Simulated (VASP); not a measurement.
CuO, 4 atoms in the cell. Symmetry: Cccm, No. 66, orthorhombic system. Conventional cell: a = 4.164 Å, b = 4.176 Å, c = 5.151 Å, α = 90.00°, β = 90.00°, γ = 90.00°. Within 2.6 Å of Cu (site symmetry 2/m) lie 4 O at 1.96 Å. Within 2.6 Å of O (site symmetry 222) lie 4 Cu at 1.96 Å and 2 O at 2.58 Å. 

* Program: VASP 6.6.1
* Task: single point
* Functional: PBE
* Potentials or basis: VASP PAW PBE potentials, release 64 (Cu_sv_GW, O)
* Cutoff: 700 eV
* k mesh: 12 × 12 × 7
* Occupations: gaussian, width 0.1 eV
* Spin: no spin polarisation
* Dipole correction: no
* Second run: valence_matched
* Further INCAR settings: ALGO = Normal; EDIFF = 1e-06; NBANDS = 33

Potentials or basis: VASP PAW PBE potentials, release 64 (Cu_sv_GW, O).

Launch:

```sh
$ cat potpaw_PBE.64/Cu_sv_GW/POTCAR potpaw_PBE.64/O/POTCAR > POTCAR
$ mpirun -np 1 vasp_std > vasp.out
```

Hardware: 1 thread of Intel(R) Xeon(R) 6975P-C (Granite Rapids), on a shared host.

Task: Estimate the wall time of this run.

Result: It took 4.2 min on 1 thread of Intel(R) Xeon(R) 6975P-C (Granite Rapids), with other jobs on the host, peak memory 0.48 GiB. Counts: scf iterations 15, k points 172.
